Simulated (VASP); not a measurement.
# Pd (P6/mmm) in VASP: a series of runs

Pd is run at these levels: PBE; tasks: single point, relaxation of cell and atoms.

All numbers are computed with VASP 6.6.1; they aren't measurements. Logs are shortened: lines on timing, memory, paths and dates and some standing lists are left out, and cuts for length are marked.

## 1. The cell of the first run

Symmetry: P6/mmm, No. 191, hexagonal system. The conventional cell has a = 2.693 Å, b = 2.693 Å, c = 2.644 Å, α = 90.00°, β = 90.00°, γ = 120.00°. Within 3.5 Å of Pd (site symmetry 6/mmm) lie 8 Pd at 2.64 to 2.69 Å.

The cell was built from a structure type or drawn by symmetry, and may not be a known phase.

## 2. Single point, PBE

File INCAR:

```
PREC = Accurate
ENCUT = 520
EDIFF = 1E-7
ISMEAR = 0
SIGMA = 0.1
LREAL = False
LASPH = True
NELM = 100
ALGO = Normal
ISIF = 2
LWAVE = False
LCHARG = False
GGA = PE
NBANDS = 11
```

File KPOINTS:

```
Automatic mesh
0
Gamma
  24 24 20
```

File POSCAR:

```
Pd
1.0
    2.6932996866      0.0000000000      0.0000000000
   -1.3466498433      2.3324659486      0.0000000000
    0.0000000000      0.0000000000      2.6441677998
Pd
1
Direct
    0.0000000000      0.0000000000      0.0000000000
```

Potentials or basis: VASP PAW PBE potentials, release 64 (Pd).

Started as:

```sh
$ cat potpaw_PBE.64/Pd/POTCAR > POTCAR
$ mpirun -np 1 vasp_std > vasp.out
```

OUTCAR:

```text
PREC = Accurate
   ENCUT = 520
   EDIFF = 1E-7
   ISMEAR = 0
   LREAL = False
   LASPH = True
   NELM = 100
   ISIF = 2
   GGA = PE

 ion  position               nearest neighbor table
   1  0.000  0.000  0.000-

  LATTYP: Found a hexagonal cell.
 ALAT       =     2.6932996866
 C/A-ratio  =     0.9817577349

  Lattice vectors:

 A1 = (   2.6932996866,   0.0000000000,   0.0000000000)
 A2 = (  -1.3466498433,   2.3324659486,   0.0000000000)
 A3 = (   0.0000000000,   0.0000000000,   2.6441677998)

Analysis of symmetry for initial positions (statically):
=====================================================================
 Subroutine PRICEL returns:
 Original cell was already a primitive cell.

 Routine SETGRP: Setting up the symmetry group for a
 hexagonal supercell.

 Subroutine GETGRP returns: Found 24 space group operations
 (whereof 24 operations were pure point group operations)
 out of a pool of 24 trial point group operations.

The static configuration has the point symmetry D_6h.

Analysis of symmetry for dynamics (positions and initial velocities):
=====================================================================
 Subroutine PRICEL returns:
 Original cell was already a primitive cell.

 Routine SETGRP: Setting up the symmetry group for a
 hexagonal supercell.

 Subroutine GETGRP returns: Found 24 space group operations
 (whereof 24 operations were pure point group operations)
 out of a pool of 24 trial point group operations.

The dynamic configuration has the point symmetry D_6h.

 Subroutine INISYM returns: Found 24 space group operations
 (whereof 24 operations are pure point group operations),
 and found     1 'primitive' translations

----------------------------------------------------------------------------------------

                                     Primitive cell

  volume of cell :      16.6107

  direct lattice vectors                    reciprocal lattice vectors
     2.693299687  0.000000000  0.000000000     0.371291767  0.214365402  0.000000000
    -1.346649843  2.332465949  0.000000000     0.000000000  0.428730803  0.000000000
     0.000000000  0.000000000  2.644167800     0.000000000  0.000000000  0.378190824

  length of vectors
     2.693299687  2.693299687  2.644167800     0.428730803  0.428730803  0.378190824

  position of ions in fractional coordinates (direct lattice)
     0.000000000  0.000000000  0.000000000

  ion indices of the primitive-cell ions
   primitive index   ion index
                 1           1

[... 77 lines left out ...]
   ISIF   =      2    stress and relaxation
   ISYM   =      2    0-nonsym 1-usesym 2-fastsym
   POTIM  = 0.5000    time-step for ionic-motion
   TEBEG  =    0.0;   TEEND  =   0.0 temperature during run
   PSTRESS=    0.0 pullay stress
   NELECT =      10.0000    total number of electrons
   NUPDOWN=      -1.0000    fix difference up-down
   EMIN   =  10.00;   EMAX   =-10.00  energy-range for DOS
   EFERMI =   0.00;   METHOD = LEGACY
   ISMEAR =     0;   SIGMA  =   0.10  broadening in eV -4-tet -1-fermi 0-gaus
   EFERMI_NEDOS =   21; number of points for ismear=-14 and -15
   IALGO  =     38    algorithm
   IMIX   =      4    mixing-type and parameters
     AMIX     =   0.40;   BMIX     =  1.00
     AMIX_MAG =   1.60;   BMIX_MAG =  1.00
  volume/ion in A,a.u.               =      16.61       112.09
  Fermi-wavevector in a.u.,A,eV,Ry     =   1.382330  2.612226 25.998517  1.910837
  Thomas-Fermi vector in A             =   2.507032
   LORBIT       =      0    0 simple, 1 ext, 2 COOP (PROOUT), +10 PAW based schemes
   GGA     = PE    functional components
   LHFCALC =     F    Hartree Fock is set to
   AEXX    =    0.0000 exact exchange contribution
   IVDW    =     0    specifies the selected vdW correction
   LEPSILON=     F    determine dielectric tensor
   LRPA    =     F    only Hartree local field effects (RPA)
 non-spin polarized calculation
 Gauss-broadening in eV      SIGMA  =   0.10
  energy-cutoff  :      520.00
  volume of cell :       16.61
 maximum number of plane-waves:       465
 NGX is ok and might be reduce to    20
   NGX =  9   NGY =  9   NGZ =  9

 number of electron      10.0000002 magnetization

 Free energy of the ion-electron system (eV)
  ---------------------------------------------------
  ext. energy  EPLUGINS =         0.00000000
  ---------------------------------------------------
  free energy    TOTEN  =        -4.97047360 eV

  energy without entropy =       -4.96500072  energy(sigma->0) =       -4.96773716

 E-fermi :   8.0375     XC(G=0): -12.3794

 val. band max:        8.0373844273   @ k =   0.0833   0.0417   0.0000
 cond. band min:       8.0413822191   @ k =   0.0417  -0.0000   0.0500
 fundamental gap:      0.0039977918
 Fermi energy:         8.0374868801

 k-point     1 :       0.0000    0.0000    0.0000
  band No.  band energies     occupation
      1       1.7024      2.00000
      2       3.5189      2.00000
      3       5.4594      2.00000
      4       5.4594      2.00000
      5       8.0826      0.52378
      6       8.0826      0.52377
      7      23.5533      0.00000
      8      25.5762      0.00000
      9      30.6031      0.00000
     10      30.6031      0.00000
     11      30.6598      0.00000
[... 309 lines left out ...]
 k-point    24 :       0.4583    0.0417    0.0000
  band No.  band energies     occupation
      1       3.1679      2.00000
      2       4.4623      2.00000
      3       6.3630      2.00000
      4       7.6969      2.00000
      5       8.0592      0.75859
      6       9.5460      0.00000
      7      14.7099      0.00000
      8      22.5920      0.00000
      9      27.5737      0.00000
     10      30.2961      0.00000
     11      30.7855      0.00000

 [... further k-points ...]

------------------------ aborting loop because EDIFF is reached ----------------------------------------

  FORCE on cell =-STRESS in cart. coord.  units (eV):
  Direction    XX          YY          ZZ          XY          YZ          ZX
  --------------------------------------------------------------------------------------
  -------------------------------------------------------------------------------------
  Total       -0.0303520     -0.0303520     -0.0425585      0.0000000      0.0000000      0.0000000
  in kB       -2.9275771     -2.9275771     -4.1049508      0.0000000      0.0000000      0.0000000
  external PRESSURE =      -3.3200350 kB  Pullay stress =       0.0000000 kB

 VOLUME and BASIS-vectors are now :
 -----------------------------------------------------------------------------
  energy-cutoff  :      520.00
  volume of cell :       16.61
      direct lattice vectors                 reciprocal lattice vectors
     2.693299687  0.000000000  0.000000000     0.371291767  0.214365402  0.000000000
    -1.346649843  2.332465949  0.000000000     0.000000000  0.428730803  0.000000000
     0.000000000  0.000000000  2.644167800     0.000000000  0.000000000  0.378190824

 POSITION                                       TOTAL-FORCE (eV/Angst)
 -----------------------------------------------------------------------------------
      0.00000      0.00000      0.00000        -0.000000      0.000000      0.000000
 -----------------------------------------------------------------------------------
    total drift:                               -0.000000      0.000000      0.000000

  FREE ENERGIE OF THE ION-ELECTRON SYSTEM (eV)
  ---------------------------------------------------
  free  energy   TOTEN  =        -4.9704736002 eV

  energy  without entropy=       -4.9650007205  energy(sigma->0) =       -4.96773716
```

OSZICAR:

```text
N       E                     dE             d eps       ncg     rms          rms(c)
DAV:   1     0.422955375511E+02    0.42296E+02   -0.51170E+03 14826   0.841E+02
DAV:   2    -0.459648758973E+01   -0.46892E+02   -0.45279E+02 16765   0.178E+02
DAV:   3    -0.519387152055E+01   -0.59738E+00   -0.59514E+00 17523   0.214E+01
DAV:   4    -0.519732435044E+01   -0.34528E-02   -0.34525E-02 17003   0.171E+00
DAV:   5    -0.519737252779E+01   -0.48177E-04   -0.48177E-04 18902   0.177E-01    0.601E+00
DAV:   6    -0.497837545857E+01    0.21900E+00   -0.10214E+00 16661   0.790E+00    0.298E+00
DAV:   7    -0.497278371194E+01    0.55917E-02   -0.33092E-03 17565   0.632E-01    0.167E+00
DAV:   8    -0.497046614626E+01    0.23176E-02   -0.12971E-03 16688   0.262E-01    0.279E-02
DAV:   9    -0.497047088776E+01   -0.47415E-05   -0.13163E-05 20644   0.293E-02    0.109E-02
DAV:  10    -0.497047383899E+01   -0.29512E-05   -0.14822E-06 17410   0.103E-02    0.320E-03
DAV:  11    -0.497047355569E+01    0.28329E-06   -0.12908E-07 16046   0.316E-03    0.383E-04
DAV:  12    -0.497047360023E+01   -0.44533E-07   -0.62152E-09  9346   0.740E-04
   1 F= -.49704736E+01 E0= -.49677372E+01  d E =-.547288E-02
```

stdout:

```text
POSCAR found type information on POSCAR Pd
 POSCAR found :  1 types and       1 ions
 scaLAPACK will be used
 LDA part: xc-table for (Slater+PW92), standard interpolation
 POSCAR, INCAR and KPOINTS ok, starting setup
 FFT: planning ... GRIDC
 FFT: planning ... GRID_SOFT
 FFT: planning ... GRID
 WAVECAR not read
 entering main loop
```

Wall time 83 s (1 thread of Intel Xeon 8259CL, shared host); peak memory 0.23 GiB.

Results:

```
Free energy            : -4.9705 eV
Pressure               : -0.3 GPa
Band gap on the k mesh : zero (bands 5 and 6 overlap by 1.91 eV)
```

Stress tensor (GPa, compression positive):
```
-0.29  0.00  0.00
 0.00 -0.29  0.00
 0.00  0.00 -0.41
```

Levels at points of the mesh, in eV from the Fermi level:
```csv
k point,band 2,band 3,band 4,band 5,band 6,band 7,band 8,band 9
"(0.00, 0.00, 0.00)",-4.52,-2.58,-2.58,0.05,0.05,15.52,17.54,22.57
"(0.50, 0.00, 0.00)",-3.57,-1.69,-0.32,0.35,1.24,6.58,14.85,19.47
"(0.00, 0.00, 0.50)",-2.29,-2.29,-1.22,-1.22,0.06,4.56,20.37,23.48
"(0.50, 0.00, 0.50)",-4.26,-1.86,0.46,0.93,6.19,6.75,13.43,13.82
```

(Part 1 of 2 ends here.)
